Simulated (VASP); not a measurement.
Crystal: CoW3.

```
W Co
1.0
     0.00000    3.07208    3.07208
     3.07208    0.00000    3.07208
     3.07208    3.07208    0.00000
W Co
3 1
Direct
  0.25000 0.25000 0.25000
  0.75000 0.75000 0.75000
  0.50000 0.50000 0.50000
  0.00000 0.00000 0.00000
```

Base run:

| Item | Value |
| --- | --- |
| Program | VASP 6.6.1 |
| Functional | PBEsol |
| Potentials or basis | VASP PAW PBE potentials, release 64 (W_sv, Co) |
| Cutoff | 520 eV |
| k mesh | 12 × 12 × 12 |
| Occupations | gaussian, width 0.1 eV |
| Spin | collinear spin, ferromagnetic start |
| Starting moments | [0.06, 0.06, 0.01, 1.11] μB |
| Fixed moment | 1.12 μB |

Its results: pressure 0.1 GPa; site moments W +0.07, +0.02; Co +0.98 μB.

Problem. The run is repeated on the same cell with these changes: fixed moment from 1.12 μB to 1.5 μB; moments at the start from [0.06, 0.06, 0.01, 1.11] to [0.13, 0.13, 0.03, 1.3]. What comes out?

Solution. Pressure 0.7 GPa; site moments W +0.14, +0.04; Co +1.16 μB.

Caveats: the PAW data sets were made with another functional, which shifts forces and pressure a little; the total moment is fixed, so each spin has its own Fermi level.
